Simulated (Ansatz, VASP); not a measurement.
One calculation of BaWF3, two programs

```xyz
5
Lattice="4.3801 0.0000 0.0000 0.0000 4.3801 0.0000 0.0000 0.0000 4.3801" Properties=species:S:1:pos:R:3 pbc="T T T"
Ba    2.1901    2.1901    2.1901
W     0.0000    0.0000    0.0000
F     2.1901    0.0000    0.0000
F     0.0000    2.1901    0.0000
F     0.0000    0.0000    2.1901
```

Alike in both runs: functional PBE; k mesh 4 × 4 × 4; occupations gaussian, width 0.1 eV; no spin polarisation.

Ansatz relaxed the structure, and its values are those at the end. VASP's run is a single point on that final structure, the one shown.

|  | VASP | Ansatz |
| --- | --- | --- |
| version | VASP 6.6.1 | Ansatz 0.2.0 |
| potentials or method | VASP PAW PBE potentials, release 64 (Ba_sv, W_sv, F), cutoff 520 eV | scalar-relativistic, plane waves, PAW |
| valence electrons in the cell | 45 | 45 |

|  | VASP | Ansatz | Ansatz less VASP |
| --- | --- | --- | --- |
| gap on the k mesh at the Fermi level (eV) | none | none | - |
| pressure (GPa) | 1.1 | 0.3 | -0.85 |

A gap of «none» marks a metal or a gap that the smearing closes.

Spin-orbit coupling is off throughout.
